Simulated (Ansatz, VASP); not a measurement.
**Cu: VASP and Ansatz over several settings**

```xyz
1
Lattice="0.0000 1.7831 1.7831 1.7831 0.0000 1.7831 1.7831 1.7831 0.0000" Properties=species:S:1:pos:R:3 pbc="T T T"
Cu    0.0000    0.0000    0.0000
```

Single points on this cell with VASP 6.6.1 and Ansatz 0.2.0. Each row is one pair of runs. Alike in all rows: spin: off; k mesh: 13 × 13 × 13; smearing: fermi-dirac, width 0.05 eV.

```tsv
level	VASP's potentials, cutoff	Ansatz's potentials, cutoff	gap on the k mesh at the Fermi level (eV), VASP	gap on the k mesh at the Fermi level (eV), Ansatz	pressure (GPa), VASP	pressure (GPa), Ansatz
BLYP+D3(BJ)	VASP PAW PBE potentials, release 64 (Cu), 600 eV	Ansatz PAW, 420 eV	none	none	-2.6	-3.3
SVWN5	VASP PAW PBE potentials, release 64 (Cu), 600 eV	Ansatz PAW, 420 eV	?	none	?	-7.1
r2SCAN+D4	VASP PAW PBE potentials, release 64 (Cu), 660 eV	Ansatz PAW, 500 eV	none	none	-0.5	-1.0
```

Q: Fill in what VASP gave in row 2.

A: gap on the k mesh at the Fermi level (eV): none; pressure (GPa): -6.5.

VASP's potentials hold 11 valence electrons a cell and Ansatz's 19, so a difference there can come from the potentials and not from the codes.

A gap of «none» marks a metal or a gap that the smearing closes.
